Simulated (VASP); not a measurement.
Set up this calculation in VASP 6.6.1, as the native input.

| Quantity | Value |
| --- | --- |
| Task | single point |
| Functional | PBE |
| Potentials or basis | VASP PAW PBE potentials, release 64 (S, Li_sv) |
| Cutoff | 750 eV |
| k mesh | 8 × 8 × 8 |
| Occupations | fermi-dirac, width 0.05 eV |
| Spin | no spin polarisation |
| Dipole correction | no |
| Further INCAR settings | ALGO = Normal; EDIFF = 1e-06; NBANDS = 13 |

The structure of Li2S lies in POSCAR:

```
Li2S
1.0
    0.0000000000      2.7864326862      2.7864326862
    2.7864326862      0.0000000000      2.7864326862
    2.7864326862      2.7864326862      0.0000000000
S Li
1 2
Direct
    0.0000000000      0.0000000000      0.0000000000
    0.7500000000      0.7500000000      0.7500000000
    0.2500000000      0.2500000000      0.2500000000
```

These files were run (other wordings do the same):

INCAR

```
  PREC = Accurate
  ENCUT = 750
  EDIFF = 1E-6
  ISMEAR = -1
  SIGMA = 0.05
  LREAL = False
  LASPH = True
  NELM = 120
  ALGO = Normal
  ISIF = 2
  LWAVE = False
  LCHARG = False
  GGA = PE
  NBANDS = 13
  GGA_COMPAT = False
```

KPOINTS

```
regular mesh
0
Gamma
  8 8 8
```

Potentials or basis: VASP PAW PBE potentials, release 64 (S, Li_sv).

Command:

```console
$ cat potpaw_PBE.64/S/POTCAR potpaw_PBE.64/Li_sv/POTCAR > POTCAR
$ mpirun -np 1 vasp_std > vasp.out
```

Results of the run:

```json
{
 "Pressure": "3.2 GPa",
 "Band gap on the k mesh": "3.34 eV (least direct gap 4.62 eV)"
}
```

Caveat: the cell stands under pressure.

Run time: 34 s on 1 thread of AMD EPYC 7R43 64-Core Processor (Zen 3), with other jobs on the host, peak memory 0.17 GiB.
